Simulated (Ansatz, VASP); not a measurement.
# One calculation of C, two programs

File INCAR:

```
ALGO     = Normal         # electronic algorithm
EDIFF    = 1E-7           # SCF threshold, eV
ENCUT    = 520            # plane-wave cutoff, eV
GGA      = PE             # functional
ISIF     = 2              # what is computed and relaxed
ISMEAR   = 0              # smearing method
IVDW     = 12             # dispersion correction
LASPH    = True           # aspherical terms in the spheres
LCHARG   = False          # write CHGCAR
LREAL    = False          # projectors in reciprocal space
LWAVE    = False          # write WAVECAR
NBANDS   = 11             # bands
NELM     = 60             # most SCF steps
PREC     = Accurate       # precision mode
SIGMA    = 0.05           # smearing width, eV
```

KPOINTS

```
k-points
0
Gamma
  15 15 15
```

POSCAR

```
C
1.0
    1.2016689031      0.6937838646      3.2769132065
   -1.2016689031      0.6937838646      3.2769132065
    0.0000000000     -1.3875677293      3.2769132064
C
2
Direct
    0.1684800132      0.1684800132      0.1684800132
    0.8315199868      0.8315199868      0.8315199868
```

Input for Ansatz:

```yaml
crystal:
  lattice:
    - [1.2016689031, 0.6937838646, 3.2769132065]
    - [-1.2016689031, 0.6937838646, 3.2769132065]
    - [0.0, -1.3875677293, 3.2769132064]
  atoms:
    - { symbol: C, position: [0.1684800132, 0.1684800132, 0.1684800132] }
    - { symbol: C, position: [0.8315199868, 0.8315199868, 0.8315199868] }
basis:
  ecutwfc: 520.0
kpoints:
  mp_grid: { grid: [15, 15, 15] }
hamiltonian:
  xc: pbe
  pseudopotentials: { kind: paw, azcp: { folder: soft_1 } }
  dispersion: d3bj
scf:
  occupations: { method: gaussian, width: 0.05 }
output:
  forces: true
  stress: true
  eigenvalues: true
```

Change from the starting cell: mode 4 frozen in at +0.019 Å, equal normal strain along x, y and z -0.0250.

Alike in both runs: task single point; functional PBE; dispersion D3(BJ); k mesh 15 × 15 × 15; occupations gaussian, width 0.05 eV; no spin polarisation.

```csv
,VASP,Ansatz
version,VASP 6.6.1,Ansatz 0.2.0
potentials or method,"VASP PAW PBE potentials, release 64 (C), cutoff 520 eV","scalar-relativistic, plane waves, PAW"
valence electrons in the cell,8,8
```

|  | VASP | Ansatz | Ansatz less VASP |
| --- | --- | --- | --- |
| gap on the k mesh at the Fermi level (eV) | 0.66 | 0.66 | -0.001 |
| least direct gap on the mesh (eV) | 0.66 | 0.66 | -0.001 |
| pressure (GPa) | 26.4 | 25.9 | -0.49 |
| traceless stress, the component that is largest in VASP (GPa) | -25.64 | -25.06 | +0.574 |
| rms of the force components (eV/Å) | 0.347 | 0.348 | +0.0010 |

Atom by atom the forces differ by 0.001 eV/Å (rms over components).
